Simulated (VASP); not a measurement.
# SiSe3 (Pm-3m) in VASP: a series of runs, part 2 of 2

VASP 6.6.1. Earlier steps stand in the parts before.

## 3. Single point, PBE

This run uses another cell than the first one, of 20.06 Å³/atom, 0.880 times its volume.

File INCAR:

```
ALGO = Normal
EDIFF = 1E-6
ENCUT = 520
GGA = PE
ISIF = 2
ISMEAR = 0
LASPH = True
LCHARG = False
LREAL = False
LWAVE = False
NBANDS = 19
NELM = 100
PREC = Accurate
SIGMA = 0.1
```

File KPOINTS:

```
k-points
0
Gamma
  10 10 10
```

File POSCAR:

```
SiSe3
1.0
    4.3133486253      0.0000000000      0.0000000000
    0.0000000000      4.3133486253      0.0000000000
    0.0000000000      0.0000000000      4.3133486253
Si Se
1 3
Direct
    0.0000000000      0.0000000000      0.0000000000
    0.0000000000      0.5000000000      0.5000000000
    0.5000000000      0.0000000000      0.5000000000
    0.5000000000      0.5000000000      0.0000000000
```

Potentials or basis: VASP PAW PBE potentials, release 64 (Si, Se).

Launch:

```
> cat potpaw_PBE.64/Si/POTCAR potpaw_PBE.64/Se/POTCAR > POTCAR
> mpirun -np 1 vasp_std > vasp.out
```

It took 33 s on 1 thread of AMD EPYC 7R43 (Zen 3), shared host; peak memory 0.18 GiB.

It converged, with:

* Free energy: -13.1557 eV
* Pressure: 0.0 GPa
* Band gap on the k mesh: zero (band 11 reaches 7.66 eV, above the bottom of band 12 at 5.43 eV)

Levels at points of the mesh, in eV from the Fermi level:
| k point | band 7 | band 8 | band 9 | band 10 | band 11 | band 12 | band 13 | band 14 | band 15 | band 16 |
| --- | --- | --- | --- | --- | --- | --- | --- | --- | --- | --- |
| (0.00, 0.00, 0.00) | -5.73 | -0.96 | -0.96 | -0.96 | 0.25 | 0.25 | 0.25 | 4.46 | 4.46 | 4.57 |
| (0.50, 0.00, 0.00) | -3.49 | -3.49 | -2.52 | -2.09 | -0.06 | 0.42 | 0.55 | 0.55 | 2.53 | 2.53 |
| (0.50, 0.50, 0.00) | -3.50 | -2.61 | -2.61 | -2.56 | -2.29 | -0.21 | 1.50 | 1.52 | 3.60 | 3.60 |
| (0.50, 0.50, 0.50) | -6.49 | -6.49 | 1.68 | 1.68 | 1.70 | 1.70 | 1.70 | 4.44 | 4.44 | 4.44 |

## 4. Relaxation of cell and atoms, PBE

This run uses another cell than the first one, of 20.36 Å³/atom, 0.893 times its volume.

File INCAR:

```
  PREC = Accurate
  ENCUT = 600
  EDIFF = 1E-7
  ISMEAR = 0
  SIGMA = 0.1
  LREAL = F
  LASPH = T
  NELM = 100
  ALGO = Normal
  ISIF = 3
  LWAVE = F
  LCHARG = F
  GGA = PE
  IBRION = 2
  NSW = 100
  EDIFFG = -0.01
```

File KPOINTS:

```
regular mesh
0
Gamma
  10 10 10
```

File POSCAR:

```
SiSe3
1.0
    4.3343080213      0.0000000000      0.0000000000
    0.0000000000      4.3343080213      0.0000000000
    0.0000000000      0.0000000000      4.3343080213
Si Se
1 3
Direct
    0.0000000000      0.0000000000      0.0000000000
    0.0000000000      0.5000000000      0.5000000000
    0.5000000000      0.0000000000      0.5000000000
    0.5000000000      0.5000000000      0.0000000000
```

Potentials or basis: VASP PAW PBE potentials, release 64 (Si, Se).

Launch:

```
> cat potpaw_PBE.64/Si/POTCAR potpaw_PBE.64/Se/POTCAR > POTCAR
> mpirun -np 1 vasp_std > vasp.out
```

OUTCAR:

```text
PREC = Accurate
   ENCUT = 600
   EDIFF = 1E-7
   ISMEAR = 0
   LREAL = F
   LASPH = T
   NELM = 100
   ISIF = 3
   GGA = PE
   IBRION = 2
   NSW = 100
   EDIFFG = -0.01

 ion  position               nearest neighbor table
   1  0.000  0.000  0.000-
   2  0.000  0.500  0.500-
   3  0.500  0.000  0.500-
   4  0.500  0.500  0.000-

  LATTYP: Found a simple cubic cell.
 ALAT       =     4.3343080213

  Lattice vectors:

 A1 = (   4.3343080213,   0.0000000000,   0.0000000000)
 A2 = (   0.0000000000,   4.3343080213,   0.0000000000)
 A3 = (   0.0000000000,   0.0000000000,   4.3343080213)

Analysis of symmetry for initial positions (statically):
=====================================================================
 Subroutine PRICEL returns:
 Original cell was already a primitive cell.

 Routine SETGRP: Setting up the symmetry group for a
 simple cubic supercell.

 Subroutine GETGRP returns: Found 48 space group operations
 (whereof 48 operations were pure point group operations)
 out of a pool of 48 trial point group operations.

The static configuration has the point symmetry O_h .

Analysis of symmetry for dynamics (positions and initial velocities):
=====================================================================
 Subroutine PRICEL returns:
 Original cell was already a primitive cell.

[... 238 lines left out ...]

 Free energy of the ion-electron system (eV)
  ---------------------------------------------------
  ext. energy  EPLUGINS =         0.00000000
  ---------------------------------------------------
  free energy    TOTEN  =       -13.15588625 eV

  energy without entropy =      -13.14137185  energy(sigma->0) =      -13.14862905

 E-fermi :   5.9656     XC(G=0): -10.4614

 val. band max:        5.9647176980   @ k =   0.1000   0.0000   0.0000
 cond. band min:       5.9835140788   @ k =   0.5000   0.2000   0.2000
 fundamental gap:      0.0187963808
 Fermi energy:         5.9656490269

 k-point     1 :       0.0000    0.0000    0.0000
  band No.  band energies     occupation
      1      -9.8099      2.00000
      2      -5.7556      2.00000
      3      -5.7556      2.00000
      4      -0.0662      2.00000
      5       0.2404      2.00000
      6       0.2404      2.00000
      7       0.2404      2.00000
      8       5.0074      2.00000
      9       5.0074      2.00000
     10       5.0074      2.00000
     11       6.2191      0.00034
     12       6.2191      0.00034
     13       6.2191      0.00034
     14      10.4214      0.00000
[... 401 lines left out ...]
      2      -6.8473      2.00000
      3      -5.8594      2.00000
      4      -1.3756      2.00000
      5       1.1206      2.00000
      6       1.1461      2.00000
      7       2.8578      2.00000
      8       2.9203      2.00000
      9       3.5306      2.00000
     10       4.8680      2.00000
     11       5.4402      2.00000
     12       5.6815      1.99994
     13       6.3218      0.00000
     14       7.4258      0.00000
     15       9.2877      0.00000

 [... further k-points ...]

------------------------ aborting loop because EDIFF is reached ----------------------------------------

  FORCE on cell =-STRESS in cart. coord.  units (eV):
  Direction    XX          YY          ZZ          XY          YZ          ZX
  --------------------------------------------------------------------------------------
  -------------------------------------------------------------------------------------
  Total        0.0009022      0.0009022      0.0009022     -0.0000000     -0.0000000     -0.0000000
  in kB        0.0180097      0.0180097      0.0180097     -0.0000000     -0.0000000     -0.0000000
  external PRESSURE =       0.0180097 kB  Pullay stress =       0.0000000 kB
[... 19 lines left out ...]
  FREE ENERGIE OF THE ION-ELECTRON SYSTEM (eV)
  ---------------------------------------------------
  free  energy   TOTEN  =       -13.1558862517 eV

  energy  without entropy=      -13.1413718517  energy(sigma->0) =      -13.14862905

 reached required accuracy - stopping structural energy minimisation
```

Wall time 1.7 min (1 thread of AMD EPYC 7R43 (Zen 3), shared host); peak memory 0.23 GiB.

What came out:

```
Free energy                            : -13.1559 eV
Relaxed volume                         : 20.06 Å³/atom
Relaxed cell                           : a = 4.314 Å, b = 4.314 Å, c = 4.314 Å, α = 90.00°, β = 90.00°, γ = 90.00°
Space group after relaxing (to 0.05 Å) : Pm-3m (No. 221)
Energy gained by relaxing              : 0.8 meV/atom
Ionic steps                            : 3
Pressure after relaxing                : 0.0 GPa
Band gap on the k mesh                 : zero (band 11 reaches 7.66 eV, above the bottom of band 12 at 5.43 eV)
```

The path:
| step | energy change (eV) | largest force (eV/Å) | pressure (GPa) | volume (Å³) |
| --- | --- | --- | --- | --- |
| 1 | 0.0000 | 0.0000 | -0.88 | 81.43 |
| 2 | -0.0032 | 0.0000 | 0.12 | 80.11 |
| 3 | -0.0033 | 0.0000 | 0.00 | 80.26 |

Final structure:
```
Si Se
1.0
     4.31352    0.00000    0.00000
     0.00000    4.31352    0.00000
     0.00000    0.00000    4.31352
Si Se
1 3
Direct
  0.00000 0.00000 0.00000
  0.00000 0.50000 0.50000
  0.50000 0.00000 0.50000
  0.50000 0.50000 0.00000
```

## 5. Overview

| task | cell | k mesh | cutoff (eV) | gap on the mesh (eV) | pressure (GPa) |
| --- | --- | --- | --- | --- | --- |
| single point | a = 4.500 Å, 4 atoms | 4 × 4 × 4 | 520 | none | -5.6 |
| single point | a = 4.313 Å, 4 atoms | 10 × 10 × 10 | 520 | none | 0.0 |
| relaxation of cell and atoms | relaxed from a = 4.334 Å, 4 atoms | 10 × 10 × 10 | 600 | none | 0.0 |

Alike in all rows: level PBE; potentials or basis VASP PAW PBE potentials, release 64 (Si, Se); no spin polarisation; smearing gaussian 0.1 eV.

Total energies depend on the potentials used, so only differences within one code and one set of settings carry meaning.
